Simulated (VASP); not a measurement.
CrTe16Mo7:

```
CELL_PARAMETERS angstrom
7.03640 0.00000 0.00000
-3.51820 6.09370 0.00000
0.00000 0.00000 13.97360
ATOMIC_POSITIONS crystal
Te 0.16667 0.33333 0.62171
Te 0.16672 0.83336 0.62131
Te 0.66664 0.33328 0.62131
Te 0.66664 0.83336 0.62131
Te 0.33227 0.16773 0.12127
Te 0.33227 0.66455 0.12127
Te 0.83545 0.16773 0.12127
Te 0.83333 0.66667 0.12185
Te 0.16667 0.33333 0.87829
Te 0.16672 0.83336 0.87869
Te 0.66664 0.33328 0.87869
Te 0.66664 0.83336 0.87869
Te 0.33227 0.16773 0.37873
Te 0.33227 0.66455 0.37873
Te 0.83545 0.16773 0.37873
Te 0.83333 0.66667 0.37815
Cr 0.16667 0.33333 0.25000
Mo 0.16727 0.83363 0.25000
Mo 0.66637 0.33273 0.25000
Mo 0.66637 0.83363 0.25000
Mo 0.33353 0.16647 0.75000
Mo 0.33353 0.66706 0.75000
Mo 0.83294 0.16647 0.75000
Mo 0.83333 0.66667 0.75000
```

Base run:

* Program: VASP 6.6.1
* Functional: PBEsol
* Potentials or basis: VASP PAW PBE potentials, release 64 (Te, Cr_pv, Mo_sv)
* Cutoff: 520 eV
* k mesh: 3 × 3 × 2
* Occupations: gaussian, width 0.05 eV
* Spin: collinear spin, ferromagnetic start
* Starting moments: [0.0, 0.0, 0.0, 0.0, 0.0, 0.0, 0.0, 0.0, 0.0, 0.0, 0.0, 0.0, 0.0, 0.0, 0.0, 0.0, 1.0, 0.0, 0.0, 0.0, 0.0, 0.0, 0.0, 0.0] μB
* Hubbard terms: Cr d U = 3.0 eV

Its results: band gap on the k mesh 0.45 eV (least direct gap 0.52 eV); pressure -1.5 GPa; largest force 0.538 eV/Å.

The run is repeated on the same cell with these changes: spin from collinear spin, ferromagnetic start to no spin polarisation; further incar settings from LREAL = Auto; ALGO = Normal; EDIFF = 1e-07; NBANDS = 125 to LREAL = Auto; ALGO = Normal; EDIFF = 1e-06; NBANDS = 121. What comes out?

Band gap on the k mesh 0.71 eV (least direct gap 0.77 eV); pressure -1.5 GPa; largest force 0.549 eV/Å.

Caveats: the PAW data sets were made with another functional, which shifts forces and pressure a little; spin-orbit coupling is left out, which moves the levels of the heavy elements; this functional lacks dispersion, which binds layers or chains, so the pressure and a relaxed spacing across them are unreliable; the U is typed as a test and isn't derived for this compound.

A k mesh can miss the band edges.
